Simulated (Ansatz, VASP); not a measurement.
## NaI: VASP beside Ansatz

INCAR

```
SYSTEM = NaI
ALGO = Normal
EDIFF = 1E-7
ENCUT = 520
GGA = PE
ISIF = 2
ISMEAR = 0
LASPH = .TRUE.
LCHARG = .FALSE.
LREAL = .FALSE.
LWAVE = .FALSE.
NBANDS = 14
NELM = 80
PREC = Accurate
SIGMA = 0.05
```

Contents of KPOINTS:

```
k-points
0
G
  6 6 6
  0 0 0
```

File POSCAR:

```
NaI
1.0
    0.0000000000      3.2364000000      3.2364000000
    3.2364000000      0.0000000000      3.2364000000
    3.2364000000      3.2364000000      0.0000000000
Na I
1 1
Direct
    0.0000000000      0.0000000000      0.0000000000
    0.5482789519      0.4517210481      0.5482789519
```

Input for Ansatz:

```yaml
crystal:
  lattice:
    - [0.0, 3.2364, 3.2364]
    - [3.2364, 0.0, 3.2364]
    - [3.2364, 3.2364, 0.0]
  atoms:
    - { symbol: Na, position: [0.0, 0.0, 0.0] }
    - { symbol: I, position: [0.5482789519, 0.4517210481, 0.5482789519] }
basis:
  ecutwfc: 420
kpoints:
  mp_grid: { grid: [6, 6, 6] }
hamiltonian:
  xc: pbe
scf:
  occupations: { method: gaussian, width: 0.05 }
output:
  forces: true
  stress: true
  eigenvalues: true
```

Change from the starting cell: all I atoms moved +0.312 Å, as atom 2 along Cartesian [0 1 0].

Alike in both runs: task single point; functional PBE; k mesh 6 × 6 × 6; occupations gaussian, width 0.05 eV; no spin polarisation.

|  | VASP | Ansatz |
| --- | --- | --- |
| version | VASP 6.6.1 | Ansatz 0.2.0 |
| potentials or method | VASP PAW PBE potentials, release 64 (Na_pv, I), cutoff 520 eV | scalar-relativistic, plane waves, PAW |
| valence electrons in the cell | 14 | 26 |

```csv
,VASP,Ansatz,Ansatz less VASP
gap on the k mesh at the Fermi level (eV),3.66,3.66,+0.004
least direct gap on the mesh (eV),3.66,3.66,+0.004
pressure (GPa),1.0,1.0,-0.01
"traceless stress, the component that is largest in VASP (GPa)",1.31,1.30,-0.010
rms of the force components (eV/Å),0.226,0.224,-0.0020
```

Atom by atom the forces differ by 0.002 eV/Å (rms over components). VASP's potentials hold 14 valence electrons a cell and Ansatz's 26, so a difference there can come from the potentials and not from the codes.

Neither program's run includes spin-orbit coupling.
